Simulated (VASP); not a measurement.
# Be (C2/c) in VASP: a series of runs

The runs below take Be through single point, with PBEsol.

All numbers are computed with VASP 6.6.1; they aren't measurements. Logs are shortened: lines on timing, memory, paths and dates and some standing lists are left out, and cuts for length are marked.

### Step 1. The cell of the first run

The typed cell holds 2 atoms: a = 2.164 Å, b = 2.164 Å, c = 4.032 Å, α = 105.55°, β = 105.55°, γ = 120.02°.

### Step 2. Single point, PBEsol (volume scaled by 0.88)

Contents of INCAR:

```
PREC = Accurate ; ENCUT = 520
EDIFF = 1E-7 ; ISMEAR = -1
SIGMA = 0.1 ; LREAL = False
LASPH = True ; NELM = 100
ALGO = Normal ; ISIF = 2
LWAVE = False ; LCHARG = False
GGA = PS ; NBANDS = 9
```

Contents of KPOINTS:

```
regular mesh
0
Gamma
  20 20 10
```

Contents of POSCAR:

```
Be
1.0
   -1.4562781415      1.1938847239      1.0654191795
    1.1938847239     -1.4562781415      1.0654191795
    2.6333038790      2.6333038790     -1.5459932045
Be
2
Direct
    0.9583892371      0.0416107629      1.0000000000
    0.7916107629      0.2083892371      0.5000000000
```

Potentials or basis: VASP PAW PBE potentials, release 64 (Be).

Command:

```
$ cat potpaw_PBE.64/Be/POTCAR > POTCAR
$ mpirun -np 1 vasp_std > vasp.out
```

OUTCAR:

```text
PREC = Accurate
   ENCUT = 520
   EDIFF = 1E-7
   ISMEAR = -1
   LREAL = False
   LASPH = True
   NELM = 100
   ISIF = 2
   GGA = PS

 ion  position               nearest neighbor table
   1  0.958  0.042  0.000-   2 2.11   2 2.11   2 2.11   2 2.11   2 2.11   2 2.11
   2  0.792  0.208  0.500-   1 2.11   1 2.11   1 2.11   1 2.11   1 2.11   1 2.11

  Warning from LATTYP: Got some problem with cell dimensions!
  Tried to take original basis but could not verify dimensions!
  LATTYP: Found a base centered monoclinic cell.
 ALAT       =     2.1629083946
 B/A-ratio  =     1.7328039764
 C/A-ratio  =     1.5736207867
 COS(beta)  =    -0.0002700327

  Lattice vectors:

 A1 = (   1.4562781415,  -1.1938847239,  -1.0654191795)
 A2 = (  -1.1938847239,   1.4562781415,  -1.0654191795)
 A3 = (   2.3709104614,   2.3709104614,   0.5848451545)

Analysis of symmetry for initial positions (statically):
=====================================================================
 Subroutine PRICEL returns:
 Original cell was already a primitive cell.

 Routine SETGRP: Setting up the symmetry group for a
 base centered monoclinic supercell.

 Subroutine GETGRP returns: Found  4 space group operations
 (whereof  2 operations were pure point group operations)
 out of a pool of  4 trial point group operations.

The static configuration has the point symmetry C_2 .
 The point group associated with its full space group is C_2h.

Analysis of symmetry for dynamics (positions and initial velocities):
=====================================================================
 Subroutine PRICEL returns:
 Original cell was already a primitive cell.

 Routine SETGRP: Setting up the symmetry group for a
 base centered monoclinic supercell.

 Subroutine GETGRP returns: Found  4 space group operations
 (whereof  2 operations were pure point group operations)
 out of a pool of  4 trial point group operations.

The dynamic configuration has the point symmetry C_2 .
 The point group associated with its full space group is C_2h.

 Subroutine INISYM returns: Found  4 space group operations
 (whereof  2 operations are pure point group operations),
 and found     1 'primitive' translations

----------------------------------------------------------------------------------------

                                     Primitive cell

  volume of cell :      13.7954

[... 84 lines left out ...]
   LSORBIT =      F    spin-orbit coupling
   LASPH  =      T    aspherical Exc in radial PAW
   ENCUT  =  520.0 eV  38.22 Ry    6.18 a.u.   4.02  4.02  7.50*2*pi/ulx,y,z
   NELM   =    100;   NELMIN=  2; NELMDL= -5     # of ELM steps
   EDIFF  = 0.1E-06   stopping-criterion for ELM
   LREAL  =      F    real-space projection
   EDIFFG = 0.1E-05   stopping-criterion for IOM
   NSW    =      0    number of steps for IOM
   IBRION =     -1    ionic relax: 0-MD 1-quasi-New 2-CG
   NFREE  =      0    steps in history (QN), initial steepest desc. (CG)
   ISIF   =      2    stress and relaxation
   ISYM   =      2    0-nonsym 1-usesym 2-fastsym
   POTIM  = 0.5000    time-step for ionic-motion
   TEBEG  =    0.0;   TEEND  =   0.0 temperature during run
   PSTRESS=    0.0 pullay stress
   NELECT =       4.0000    total number of electrons
   NUPDOWN=      -1.0000    fix difference up-down
   EMIN   =  10.00;   EMAX   =-10.00  energy-range for DOS
   EFERMI =   0.00;   METHOD = LEGACY
   ISMEAR =    -1;   SIGMA  =   0.10  broadening in eV -4-tet -1-fermi 0-gaus
   EFERMI_NEDOS =   21; number of points for ismear=-14 and -15
   IALGO  =     38    algorithm
   IMIX   =      4    mixing-type and parameters
     AMIX     =   0.40;   BMIX     =  1.00
     AMIX_MAG =   1.60;   BMIX_MAG =  1.00
  volume/ion in A,a.u.               =       6.90        46.55
  Fermi-wavevector in a.u.,A,eV,Ry     =   1.083553  2.047618 15.974428  1.174087
  Thomas-Fermi vector in A             =   2.219622
   LORBIT       =      0    0 simple, 1 ext, 2 COOP (PROOUT), +10 PAW based schemes
   GGA     = PS    functional components
   LHFCALC =     F    Hartree Fock is set to
   AEXX    =    0.0000 exact exchange contribution
   IVDW    =     0    specifies the selected vdW correction
   LEPSILON=     F    determine dielectric tensor
   LRPA    =     F    only Hartree local field effects (RPA)
 non-spin polarized calculation
  energy-cutoff  :      520.00
  volume of cell :       13.80
 maximum number of plane-waves:       381
   NGX =  9   NGY =  9   NGZ = 15

 number of electron       4.0000000 magnetization

 Free energy of the ion-electron system (eV)
  ---------------------------------------------------
  ext. energy  EPLUGINS =         0.00000000
  ---------------------------------------------------
  free energy    TOTEN  =        -7.88819118 eV

  energy without entropy =       -7.88368874  energy(sigma->0) =       -7.88593996

 E-fermi :   8.0753     XC(G=0): -11.0647

 val. band max:        8.0381351877   @ k =  -0.1500  -0.3000   0.4000
 cond. band min:       8.0843464056   @ k =   0.5000   0.3000   0.2000
 fundamental gap:      0.0462112178
 Fermi energy:         8.0752567515

 k-point     1 :       0.0000    0.0000    0.0000
  band No.  band energies     occupation
      1      -3.9124      2.00000
      2       3.2178      2.00000
      3       9.8283      0.00000
      4      25.9406      0.00000
      5      25.9556      0.00000
      6      29.0778      0.00000
      7      29.0852      0.00000
      8      31.5542      0.00000
      9      37.6452      0.00000
[... 265 lines left out ...]
 k-point    24 :      -0.3500    0.0500    0.0000
  band No.  band energies     occupation
      1       0.1269      2.00000
      2       3.7507      2.00000
      3      12.7317      0.00000
      4      16.4845      0.00000
      5      18.9383      0.00000
      6      21.2133      0.00000
      7      24.6969      0.00000
      8      26.7274      0.00000
      9      30.6001      0.00000

 [... further k-points ...]
[... 5 lines left out ...]
  --------------------------------------------------------------------------------------
  -------------------------------------------------------------------------------------
  Total        1.7709491      1.7709491      1.6701159      0.0958485      0.0212262      0.0212262
  in kB      205.6756013    205.6756013    193.9649702     11.1317166      2.4651839      2.4651839
  external PRESSURE =     201.7720576 kB  Pullay stress =       0.0000000 kB

 VOLUME and BASIS-vectors are now :
 -----------------------------------------------------------------------------
  energy-cutoff  :      520.00
  volume of cell :       13.80
      direct lattice vectors                 reciprocal lattice vectors
    -1.456278141  1.193884724  1.065419180    -0.040171135  0.337164165  0.505870852
     1.193884724 -1.456278141  1.065419180     0.337164165 -0.040171135  0.505870852
     2.633303879  2.633303879 -1.545993204     0.204672356  0.204672356  0.050407089

 POSITION                                       TOTAL-FORCE (eV/Angst)
 -----------------------------------------------------------------------------------
     -1.34600      1.08361      1.06542        -0.000272      0.000272     -0.000000
      0.41264      1.95827      0.29242         0.000272     -0.000272      0.000000
 -----------------------------------------------------------------------------------
    total drift:                               -0.000000      0.000000     -0.000000

  FREE ENERGIE OF THE ION-ELECTRON SYSTEM (eV)
  ---------------------------------------------------
  free  energy   TOTEN  =        -7.8881911799 eV

  energy  without entropy=       -7.8836887378  energy(sigma->0) =       -7.88593996
```

OSZICAR:

```text
N       E                     dE             d eps       ncg     rms          rms(c)
DAV:   1    -0.220091663146E+01   -0.22009E+01   -0.19867E+03 19220   0.373E+02
DAV:   2    -0.786914247437E+01   -0.56682E+01   -0.55146E+01 27347   0.616E+01
DAV:   3    -0.793227959364E+01   -0.63137E-01   -0.62771E-01 21677   0.440E+00
DAV:   4    -0.793236721545E+01   -0.87622E-04   -0.87619E-04 23988   0.169E-01
DAV:   5    -0.793236725887E+01   -0.43424E-07   -0.43483E-07 21473   0.364E-03    0.143E+00
DAV:   6    -0.790052188445E+01    0.31845E-01   -0.46177E-03 20386   0.744E-01    0.873E-01
DAV:   7    -0.788819667531E+01    0.12325E-01   -0.55000E-03 19968   0.730E-01    0.227E-02
DAV:   8    -0.788819030540E+01    0.63699E-05   -0.16761E-05 21283   0.301E-02    0.101E-02
DAV:   9    -0.788819110354E+01   -0.79813E-06   -0.59061E-07 21822   0.464E-03    0.562E-04
DAV:  10    -0.788819117994E+01   -0.76405E-07   -0.15915E-09 16642   0.283E-04
   1 F= -.78881912E+01 E0= -.78859400E+01  d E =-.450244E-02
```

Run time: 67 s. Hardware: 1 thread of Intel Xeon Platinum 8259CL at 2.50GHz (Skylake/Cascade Lake), shared host; peak memory 0.22 GiB.

What came out:

```
Free energy            : -7.8882 eV
Pressure               : 20.2 GPa
Band gap on the k mesh : zero (band 2 reaches 9.22 eV, above the bottom of band 3 at 7.68 eV)
```

Stress tensor (GPa, compression positive):
```
20.57  1.11  0.25
 1.11 20.57  0.25
 0.25  0.25 19.40
```

Caveat: the cell differs from its parent crystal (volume scaled by 0.88); the PAW data sets were made with another functional, which shifts forces and pressure a little.

### Step 3. Single point, PBEsol (volume scaled by 0.92)

Contents of INCAR:

```
SYSTEM = Be
  PREC = Accurate
  ENCUT = 520
  EDIFF = 1E-6
  ISMEAR = -1
  SIGMA = 0.1
  LREAL = .False.
  LASPH = .True.
  NELM = 80
  ALGO = Normal
  ISIF = 2
  LWAVE = .False.
  LCHARG = .False.
  GGA = PS
  NBANDS = 9
```

Contents of KPOINTS:

```
regular mesh
0
Gamma
  20 20 10
  0 0 0
```

Contents of POSCAR:

```
Be
1.0
   -1.4780168411      1.2117065263      1.0813233030
    1.2117065263     -1.4780168411      1.0813233030
    2.6726127172      2.6726127172     -1.5690711323
Be
2
Direct
    0.9583892371      0.0416107629      1.0000000000
    0.7916107629      0.2083892371      0.5000000000
```

Potentials or basis: VASP PAW PBE potentials, release 64 (Be).

Command:

```
$ cat potpaw_PBE.64/Be/POTCAR > POTCAR
$ mpirun -np 1 vasp_std > vasp.out
```

OUTCAR:

```text
SYSTEM = Be
   PREC = Accurate
   ENCUT = 520
   EDIFF = 1E-6
   ISMEAR = -1
   LREAL = .False.
   LASPH = .True.
   NELM = 80
   ISIF = 2
   GGA = PS

 ion  position               nearest neighbor table
   1  0.958  0.042  0.000-   2 2.14   2 2.14   2 2.14   2 2.14   2 2.14   2 2.14
   2  0.792  0.208  0.500-   1 2.14   1 2.14   1 2.14   1 2.14   1 2.14   1 2.14

  Warning from LATTYP: Got some problem with cell dimensions!
  Tried to take original basis but could not verify dimensions!
  LATTYP: Found a base centered monoclinic cell.
[... 484 lines left out ...]

  FORCE on cell =-STRESS in cart. coord.  units (eV):
  Direction    XX          YY          ZZ          XY          YZ          ZX
  --------------------------------------------------------------------------------------
  -------------------------------------------------------------------------------------
  Total        1.1366620      1.1366620      1.0731304      0.0570911      0.0116653      0.0116653
  in kB      126.2707842    126.2707842    119.2131103      6.3421994      1.2958895      1.2958895
  external PRESSURE =     123.9182262 kB  Pullay stress =       0.0000000 kB

 VOLUME and BASIS-vectors are now :
 -----------------------------------------------------------------------------
  energy-cutoff  :      520.00
  volume of cell :       14.42
      direct lattice vectors                 reciprocal lattice vectors
    -1.478016841  1.211706526  1.081323303    -0.039580297  0.332205148  0.498430494
     1.211706526 -1.478016841  1.081323303     0.332205148 -0.039580297  0.498430494
     2.672612717  2.672612717 -1.569071132     0.201662031  0.201662031  0.049665700

 POSITION                                       TOTAL-FORCE (eV/Angst)
 -----------------------------------------------------------------------------------
     -1.36610      1.09979      1.08132        -0.000159      0.000159     -0.000000
      0.41880      1.98750      0.29679         0.000159     -0.000159      0.000000
 -----------------------------------------------------------------------------------
    total drift:                                0.000000     -0.000000     -0.000000

  FREE ENERGIE OF THE ION-ELECTRON SYSTEM (eV)
  ---------------------------------------------------
  free  energy   TOTEN  =        -7.9514699314 eV

  energy  without entropy=       -7.9469551905  energy(sigma->0) =       -7.94921256
```

It took 68 s on 1 thread of Intel Xeon Platinum 8259CL at 2.50GHz (Skylake/Cascade Lake), shared host; peak memory 0.22 GiB.

Results:

| Property | Result |
| --- | --- |
| Free energy | -7.9515 eV |
| Pressure | 12.4 GPa |
| Band gap on the k mesh | zero (band 2 reaches 8.81 eV, above the bottom of band 3 at 7.31 eV) |

Caveat: the cell differs from its parent crystal (volume scaled by 0.92); the PAW data sets were made with another functional, which shifts forces and pressure a little.

### Step 4. Single point, PBEsol (volume scaled by 0.96)

Contents of INCAR:

```
PREC     = Accurate       # precision mode
ENCUT    = 520            # plane-wave cutoff, eV
EDIFF    = 1E-6           # SCF threshold, eV
ISMEAR   = -1             # smearing method
SIGMA    = 0.1            # smearing width, eV
LREAL    = F              # projectors in reciprocal space
LASPH    = T              # aspherical terms in the spheres
NELM     = 60             # most SCF steps
ALGO     = Normal         # electronic algorithm
ISIF     = 2              # what is computed and relaxed
LWAVE    = F              # write WAVECAR
LCHARG   = F              # write CHGCAR
GGA      = PS             # functional
NBANDS   = 9              # bands
```

Contents of KPOINTS:

```
Automatic mesh
0
Gamma
  20 20 10
```

Contents of POSCAR:

```
Be
1.0
   -1.4991342205      1.2290189586      1.0967728661
    1.2290189586     -1.4991342205      1.0967728661
    2.7107980580      2.7107980580     -1.5914894631
Be
2
Direct
    0.9583892371      0.0416107629      1.0000000000
    0.7916107629      0.2083892371      0.5000000000
```

Command:

```
$ cat potpaw_PBE.64/Be/POTCAR > POTCAR
$ mpirun -np 1 vasp_std > vasp.out
```

Wall time 1.9 min (1 thread of Intel Xeon Platinum 8259CL at 2.50GHz (Skylake/Cascade Lake), shared host); peak memory 0.23 GiB.

Results (log left out):

- Free energy: -7.9868 eV
- Pressure: 5.9 GPa
- Band gap on the k mesh: zero (band 2 reaches 8.43 eV, above the bottom of band 3 at 6.97 eV)

Stress tensor (GPa, compression positive):
```
5.98 0.23 0.03
0.23 5.98 0.03
0.03 0.03 5.67
```

Levels at points of the mesh, in eV from the Fermi level:
| k point | band 1 | band 2 | band 3 | band 4 | band 5 | band 6 | band 7 |
| --- | --- | --- | --- | --- | --- | --- | --- |
| (0.00, 0.00, 0.00) | -11.53 | -4.55 | 1.40 | 16.68 | 16.70 | 19.64 | 19.64 |
| (0.50, 0.00, 0.00) | -3.71 | -3.71 | 1.82 | 1.83 | 12.53 | 12.53 | 16.11 |
| (0.50, 0.50, 0.00) | -5.13 | -3.10 | 3.83 | 6.74 | 7.18 | 9.83 | 10.63 |
| (0.00, 0.00, 0.50) | -9.33 | -9.33 | 11.24 | 11.24 | 18.41 | 18.41 | 18.42 |
| (0.50, 0.00, 0.50) | -5.13 | -3.09 | 3.83 | 6.75 | 7.18 | 9.81 | 10.63 |
| (0.50, 0.50, 0.50) | -3.71 | -3.71 | 1.82 | 1.82 | 12.54 | 12.54 | 16.11 |

Caveat: the cell differs from its parent crystal (volume scaled by 0.96); the PAW data sets were made with another functional, which shifts forces and pressure a little.

### Step 5. Single point, PBEsol

This run uses another cell than the first one, of 7.84 Å³/atom, 1.136 times its volume.

Contents of INCAR:

```
SYSTEM = Be
PREC     = Accurate       ! precision mode
ENCUT    = 520            ! plane-wave cutoff, eV
EDIFF    = 1E-6           ! SCF threshold, eV
ISMEAR   = -1             ! smearing method
SIGMA    = 0.1            ! smearing width, eV
LREAL    = .False.        ! projectors in reciprocal space
LASPH    = .True.         ! aspherical terms in the spheres
NELM     = 100            ! most SCF steps
ALGO     = Normal         ! electronic algorithm
ISIF     = 2              ! what is computed and relaxed
LWAVE    = .False.        ! write WAVECAR
LCHARG   = .False.        ! write CHGCAR
GGA      = PS             ! functional
NBANDS   = 9              ! bands
```

Contents of KPOINTS:

```
regular mesh
0
Gamma
  20 20 10
  0 0 0
```

Contents of POSCAR:

```
Be
1.0
   -1.5196728579      1.2458569271      1.1117990192
    1.2458569271     -1.5196728579      1.1117990192
    2.7479368930      2.7479368930     -1.6132933980
Be
2
Direct
    0.9583892371      0.0416107629      1.0000000000
    0.7916107629      0.2083892371      0.5000000000
```

Command:

```
$ cat potpaw_PBE.64/Be/POTCAR > POTCAR
$ mpirun -np 1 vasp_std > vasp.out
```

It took 2 min on 1 thread of Intel Xeon Platinum 8259CL at 2.50GHz (Skylake/Cascade Lake), shared host; peak memory 0.23 GiB.

The run converged. Its results:

- Free energy: -7.9988 eV
- Pressure: 0.4 GPa
- Band gap on the k mesh: zero (band 2 reaches 8.07 eV, above the bottom of band 3 at 6.66 eV)

Stress tensor (GPa, compression positive):
```
 0.39 -0.12 -0.05
-0.12  0.39 -0.05
-0.05 -0.05  0.42
```

Levels at points of the mesh, in eV from the Fermi level:
```tsv
k point	band 1	band 2	band 3	band 4	band 5	band 6	band 7
(0.00, 0.00, 0.00)	-11.32	-4.41	1.24	16.15	16.16	19.02	19.03
(0.50, 0.00, 0.00)	-3.60	-3.59	1.68	1.68	12.14	12.14	15.59
(0.50, 0.50, 0.00)	-4.99	-3.08	3.71	6.58	6.89	9.53	10.27
(0.00, 0.00, 0.50)	-9.15	-9.15	10.88	10.88	17.82	17.82	17.83
(0.50, 0.00, 0.50)	-4.99	-3.07	3.72	6.59	6.89	9.51	10.28
(0.50, 0.50, 0.50)	-3.60	-3.60	1.67	1.67	12.16	12.16	15.59
```

Caveat: the PAW data sets were made with another functional, which shifts forces and pressure a little.

### Step 6. Single point, PBEsol (volume scaled by 1.04)

Contents of INCAR:

```
SYSTEM = Be
ALGO = Normal
EDIFF = 1E-6
ENCUT = 520
GGA = PS
ISIF = 2
ISMEAR = -1
LASPH = .True.
LCHARG = .True.
LELF = .True.
LREAL = .False.
LVHAR = .True.
LWAVE = .False.
NBANDS = 9
NELM = 100
PREC = Accurate
SIGMA = 0.1
```

Contents of KPOINTS:

```
k-points
0
Gamma
  20 20 10
  0 0 0
```

Contents of POSCAR:

```
Be
1.0
   -1.5396708467      1.2622516615      1.1264296314
    1.2622516615     -1.5396708467      1.1264296314
    2.7840981042      2.7840981042     -1.6345233773
Be
2
Direct
    0.9583892371      0.0416107629      1.0000000000
    0.7916107629      0.2083892371      0.5000000000
```

Potentials or basis: VASP PAW PBE potentials, release 64 (Be).

Command:

```
$ cat potpaw_PBE.64/Be/POTCAR > POTCAR
$ mpirun -np 1 vasp_std > vasp.out
```

Run time: 1.9 min. Hardware: 1 thread of Intel Xeon Platinum 8259CL at 2.50GHz (Skylake/Cascade Lake), shared host; peak memory 0.24 GiB.

It converged, with:

- Free energy: -7.9911 eV
- Pressure: -4.2 GPa
- Band gap on the k mesh: zero (band 2 reaches 7.74 eV, above the bottom of band 3 at 6.36 eV)

Stress tensor (GPa, compression positive):
```
-4.31 -0.41 -0.12
-0.41 -4.31 -0.12
-0.12 -0.12 -4.00
```

Levels at points of the mesh, in eV from the Fermi level:
```tsv
k point	band 1	band 2	band 3	band 4	band 5	band 6
(0.00, 0.00, 0.00)	-11.12	-4.28	1.10	15.65	15.67	18.45
(0.50, 0.00, 0.00)	-3.49	-3.49	1.54	1.55	11.78	11.78
(0.50, 0.50, 0.00)	-4.86	-3.05	3.61	6.43	6.62	9.24
(0.00, 0.00, 0.50)	-8.98	-8.98	10.54	10.54	17.26	17.26
(0.50, 0.00, 0.50)	-4.86	-3.04	3.61	6.44	6.62	9.23
(0.50, 0.50, 0.50)	-3.49	-3.49	1.54	1.54	11.80	11.80
```

Caveat: the cell differs from its parent crystal (volume scaled by 1.04); the PAW data sets were made with another functional, which shifts forces and pressure a little.

### Step 7. Summary

| cell | gap on the mesh (eV) | pressure (GPa) |
| --- | --- | --- |
| a = 2.164, b = 2.164, c = 4.032 Å, angles 105.5, 105.5, 120.0°, 2 atoms | none | 20.2 |
| a = 2.196, b = 2.196, c = 4.092 Å, angles 105.5, 105.5, 120.0°, 2 atoms | none | 12.4 |
| a = 2.227, b = 2.227, c = 4.151 Å, angles 105.5, 105.5, 120.0°, 2 atoms | none | 5.9 |
| a = 2.258, b = 2.258, c = 4.208 Å, angles 105.5, 105.5, 120.0°, 2 atoms | none | 0.4 |
| a = 2.288, b = 2.288, c = 4.263 Å, angles 105.5, 105.5, 120.0°, 2 atoms | none | -4.2 |

Alike in all rows: task single point; level PBEsol; potentials or basis VASP PAW PBE potentials, release 64 (Be); no spin polarisation; k mesh 20 × 20 × 10; cutoff (eV) 520; smearing fermi-dirac 0.1 eV.

Caveats: the PAW data sets were made with another functional, which shifts forces and pressure a little.

Absolute energies hang on the potentials; compare differences alone.
